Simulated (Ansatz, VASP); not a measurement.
Zr: VASP beside Ansatz

File INCAR:

```
SYSTEM = Zr
PREC = Accurate ; ENCUT = 520
EDIFF = 1E-7 ; ISMEAR = -1
SIGMA = 0.1 ; LREAL = .False.
LASPH = .True. ; NELM = 60
ALGO = Normal ; ISIF = 2
LWAVE = .False. ; LCHARG = .False.
GGA = RP ; NBANDS = 12
```

KPOINTS

```
regular mesh
0
Gamma
  13 13 13
  0 0 0
```

The input POSCAR:

```
Zr
1.0
    0.0000000000      2.2836401485      2.2836401485
    2.2836401485      0.0000000000      2.2836401485
    2.2836401485      2.2836401485      0.0000000000
Zr
1
Direct
    0.0000000000      0.0000000000      0.0000000000
```

Input for Ansatz:

```yaml
crystal:
  lattice:
    - [0.0, 2.2836401485, 2.2836401485]
    - [2.2836401485, 0.0, 2.2836401485]
    - [2.2836401485, 2.2836401485, 0.0]
  atoms:
    - { symbol: Zr, position: [0.0, 0.0, 0.0] }
hamiltonian:
  xc: rpbe
  pseudopotentials:
    kind: paw
    azcp:
      Zr: "pseudopotentials/Zr.paw.azcp"
basis:
  ecutwfc: 420
  fft_grid_basis: typed
kpoints:
  mp_grid: { grid: [13, 13, 13], shift: [0, 0, 0] }
magnetization:
  spin_polarized: false
scf:
  occupations: { method: fermi_dirac, width: 0.1 }
  lower_state_search: "off"
output:
  stress: true
```

Alike in both runs: task single point; functional RPBE; k mesh 13 × 13 × 13; occupations fermi-dirac, width 0.1 eV; no spin polarisation.

|  | VASP | Ansatz |
| --- | --- | --- |
| version | VASP 6.6.1 | Ansatz 0.2.0 |
| potentials or method | VASP PAW PBE potentials, release 64 (Zr_sv), cutoff 520 eV | plane waves (420 eV) with PAW, scalar-relativistic |
| valence electrons in the cell | 12 | 12 |

```csv
,VASP,Ansatz,Ansatz less VASP
pressure (GPa),0.1,0.1,+0.01
```

VASP's potentials were made for PBE, not for RPBE. With one functional, cell and mesh, what is left measures potentials, basis and numerics.
